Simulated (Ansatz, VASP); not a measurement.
**NbP in VASP and in Ansatz**

INCAR

```
SYSTEM = NbP
PREC     = Accurate       ! precision mode
ENCUT    = 600            ! plane-wave cutoff, eV
EDIFF    = 1E-6           ! SCF threshold, eV
ISMEAR   = 0              ! smearing method
SIGMA    = 0.05           ! smearing width, eV
LREAL    = .FALSE.        ! projectors in reciprocal space
LASPH    = .TRUE.         ! aspherical terms in the spheres
NELM     = 60             ! most SCF steps
ALGO     = Normal         ! electronic algorithm
ISIF     = 3              ! what is computed and relaxed
LWAVE    = .FALSE.        ! write WAVECAR
LCHARG   = .FALSE.        ! write CHGCAR
GGA      = PE             ! functional
IBRION   = 2              ! ionic algorithm
NSW      = 80             ! ionic steps
EDIFFG   = -0.03          ! ionic threshold
```

File KPOINTS:

```
Automatic mesh
0
G
  8 8 8
  0 0 0
```

The input POSCAR:

```
NbP
1.0
   -1.6749232544      1.6749232544      5.7401081759
    1.6749232544     -1.6749232544      5.7401081759
    1.6749232544      1.6749232544     -5.7401081759
Nb P
2 2
Direct
    0.7498808000      0.7498808000      0.0000000000
    0.4998808000      0.9998808000      0.5000000000
    0.3327477700      0.3327477700      0.0000000000
    0.0827477800      0.5827477800      0.5000000000
```

Input for Ansatz:

```yaml
crystal:
  lattice:
    - [-1.6749232544, 1.6749232544, 5.7401081759]
    - [1.6749232544, -1.6749232544, 5.7401081759]
    - [1.6749232544, 1.6749232544, -5.7401081759]
  atoms:
    - { symbol: Nb, position: [0.7498808, 0.7498808, 0.0] }
    - { symbol: Nb, position: [0.4998808, 0.9998808, 0.5] }
    - { symbol: P, position: [0.33274777, 0.33274777, 0.0] }
    - { symbol: P, position: [0.08274778, 0.58274778, 0.5] }
basis:
  ecutwfc: 420
  ecutrho_ratio: 4
kpoints:
  mp_grid: { grid: [8, 8, 8] }
hamiltonian:
  xc: pbe
scf:
  occupations: { method: gaussian, width: 0.05 }
output:
  forces: true
  stress: true
  eigenvalues: true
relax:
  f_tol: 0.03
  max_steps: 60
  cell: { stress_tol: 0.3 }
```

Alike in both runs: task relaxation of cell and atoms; functional PBE; k mesh 8 × 8 × 8; occupations gaussian, width 0.05 eV; no spin polarisation.

|  | VASP | Ansatz |
| --- | --- | --- |
| version | VASP 6.6.1 | Ansatz 0.2.0 |
| potentials or method | VASP PAW PBE potentials, release 64 (Nb_sv, P), cutoff 600 eV | scalar-relativistic, plane waves, PAW |
| valence electrons in the cell | 36 | 36 |

```tsv
	VASP	Ansatz	Ansatz less VASP
gap on the k mesh at the Fermi level, each at its own relaxed structure (eV)	none	none	-
relaxed volume (Å³/atom)	15.99	16.01	+0.029
relaxed cell length with the largest relative difference (Å)	6.195	6.196	+0.0007
```

A gap of «none» marks a metal or a gap that the smearing closes.
